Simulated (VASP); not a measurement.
A run of VASP 6.6.1 is set up as follows.

INCAR

```
SYSTEM = ZrC
ALGO = Normal
EDIFF = 1E-6
ENCUT = 520
GGA = PS
ISIF = 2
ISMEAR = 0
LASPH = .True.
LCHARG = .False.
LREAL = .False.
LWAVE = .False.
NBANDS = 15
NELM = 60
PREC = Accurate
SIGMA = 0.05
```

The input KPOINTS:

```
k-points
0
Gamma
  12 12 12
  0 0 0
```

POSCAR

```
ZrC
1.0
    0.0000000000      2.3189155960      2.3189155960
    2.3189155960      0.0000000000      2.3189155960
    2.3189155960      2.3189155960      0.0000000000
Zr C
1 1
Direct
    0.5000000000      0.5000000000      0.5000000000
    0.0000000000      0.0000000000      0.0000000000
```

Potentials or basis: VASP PAW PBE potentials, release 64 (Zr_sv, C).

Command:

```console
$ cat potpaw_PBE.64/Zr_sv/POTCAR potpaw_PBE.64/C/POTCAR > POTCAR
$ mpirun -np 1 vasp_std > vasp.out
```

(1) What does it give for the pressure?

(2) Estimate the band gap on the k mesh.

Answers

(1) 5.4 GPa.

(2) zero (band 8 reaches 10.92 eV, above the bottom of band 9 at 9.58 eV).

Caveat: the PAW data sets were made with another functional, which shifts forces and pressure a little.
